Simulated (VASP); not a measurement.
Here is a VASP 6.6.1 calculation.

INCAR

```
SYSTEM = Mn
PREC = Accurate
ENCUT = 520
EDIFF = 1E-6
ISMEAR = -1
SIGMA = 0.05
LREAL = .FALSE.
LASPH = .TRUE.
NELM = 150
ALGO = Normal
ISIF = 2
LWAVE = .FALSE.
LCHARG = .TRUE.
ISPIN = 2
MAGMOM = 2.587 -2.587
LORBIT = 11
LMAXMIX = 4
GGA = RP
LELF = .TRUE.
LVHAR = .TRUE.
NBANDS = 24
```

The input KPOINTS:

```
regular mesh
0
G
  13 13 13
  0 0 0
```

File POSCAR:

```
Mn
1.0
    0.0000000000      2.3636848059      2.3636848059
    2.3636848059      0.0000000000      2.3636848059
    2.3636848059      2.3636848059      0.0000000000
Mn
2
Direct
    0.0000000000      0.0000000000      0.0000000000
    0.5000000000      0.5000000000      0.5000000000
```

Potentials or basis: VASP PAW PBE potentials, release 64 (Mn_pv).

Launch:

```bash
$ cat potpaw_PBE.64/Mn_pv/POTCAR > POTCAR
$ mpirun -np 1 vasp_std > vasp.out
```

(1) What does it give for the site moments?

(2) What does it give for the net moment?

(3) What does it give for the pressure?

(4) Predict the band gap on the k mesh.

## Answers

(1) Mn +2.40, -2.40 μB.

(2) 0.00 μB per cell.

(3) 7.5 GPa.

(4) zero (filled and empty bands overlap).

Caveat: the PAW data sets were made with another functional, which shifts forces and pressure a little.
